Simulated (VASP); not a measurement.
Write the native input for VASP 6.6.1 that does the following.

```
Task                   : single point
Functional             : PBE
Potentials or basis    : VASP PAW PBE potentials, release 64 (Sn_d, H, Br)
Cutoff                 : 520 eV
k mesh                 : 4 × 2 × 2
Occupations            : gaussian, width 0.1 eV
Spin                   : no spin polarisation
Dipole correction      : no
Further INCAR settings : ALGO = Normal; EDIFF = 1e-06; NBANDS = 41
```

The structure of SnH2Br2 lies in POSCAR:

```
SnH2Br2
1.0
    2.1937058680     -3.7996100202      0.0000000000
   -6.5811176040     -3.7996100203      0.0000000000
    0.0000000000      0.0000000000     -9.7567218716
Sn H Br
2 4 4
Direct
    0.5000000000      0.5000000000      1.0000000000
    1.0000000000      1.0000000000      1.0000000000
    1.0000000000      1.0000000000      0.5384588939
    0.5000000000      0.5000000000      0.5384588939
    0.5000000000      0.5000000000      0.4615411061
    1.0000000000      0.0000000000      0.4615411061
    0.5000000000      0.8333333333      0.8294712693
    1.0000000000      0.3333333333      0.8294712693
    0.0000000000      0.6666666667      0.1705287307
    0.5000000000      0.1666666667      0.1705287307
```

The input as run:

INCAR

```
PREC     = Accurate       # precision mode
ENCUT    = 520            # plane-wave cutoff, eV
EDIFF    = 1E-6           # SCF threshold, eV
ISMEAR   = 0              # smearing method
SIGMA    = 0.1            # smearing width, eV
LREAL    = False          # projectors in reciprocal space
LASPH    = True           # aspherical terms in the spheres
NELM     = 60             # most SCF steps
ALGO     = Normal         # electronic algorithm
ISIF     = 2              # what is computed and relaxed
LWAVE    = False          # write WAVECAR
LCHARG   = False          # write CHGCAR
GGA      = PE             # functional
NBANDS   = 41             # bands
```

KPOINTS

```
Automatic mesh
0
Gamma
  4 2 2
```

Potentials or basis: VASP PAW PBE potentials, release 64 (Sn_d, H, Br).

Command:

```console
$ cat potpaw_PBE.64/Sn_d/POTCAR potpaw_PBE.64/H/POTCAR potpaw_PBE.64/Br/POTCAR > POTCAR
$ mpirun -np 1 vasp_std > vasp.out
```

Results of the run:

```
Pressure               : 0.0 GPa
Largest force          : 0.008 eV/Å
Band gap on the k mesh : 2.18 eV
```

Caveat: spin-orbit coupling is left out, which moves the levels of the heavy elements.

It took 95 s on 1 thread of Intel(R) Xeon(R) 6975P-C (Granite Rapids) (shared host), peak memory 0.48 GiB.
